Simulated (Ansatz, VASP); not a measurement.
# ReSb in VASP and in Ansatz

```xyz
2
Lattice="0.0000 2.3091 2.3091 2.3091 0.0000 2.3091 2.3091 2.3091 0.0000" Properties=species:S:1:pos:R:3 pbc="T T T"
Re    0.0000    0.0000    0.0000
Sb    1.1545    1.1545    1.1545
```

Change from the starting cell: volume scaled by 0.45, PAW files.

Alike in both runs: task single point; functional PBE; k mesh 12 × 12 × 12; occupations fermi-dirac, width 0.08 eV; no spin polarisation.

|  | VASP | Ansatz |
| --- | --- | --- |
| version | VASP 6.6.1 | Ansatz 0.2.0 |
| potentials or method | VASP PAW PBE potentials, release 64 (Re, Sb) | PAW with Ansatz's default frozen-core files, scalar-relativistic |
| plane-wave cutoff (eV) | 520 | 420 |
| valence electrons in the cell | 12 | 30 |

Ansatz gave:

```
pressure (GPa) : 432.3
```

Problem. What did VASP give for the same quantities?

Solution. Pressure (GPa): 401.8.

Both programs put the cell under a high pressure, so it lies far from rest at this level. VASP's potentials hold 12 valence electrons a cell and Ansatz's 30, so a difference there can come from the potentials and not from the codes.

Neither program's run includes spin-orbit coupling. Noted on VASP's run: the cell as given lies far from equilibrium.
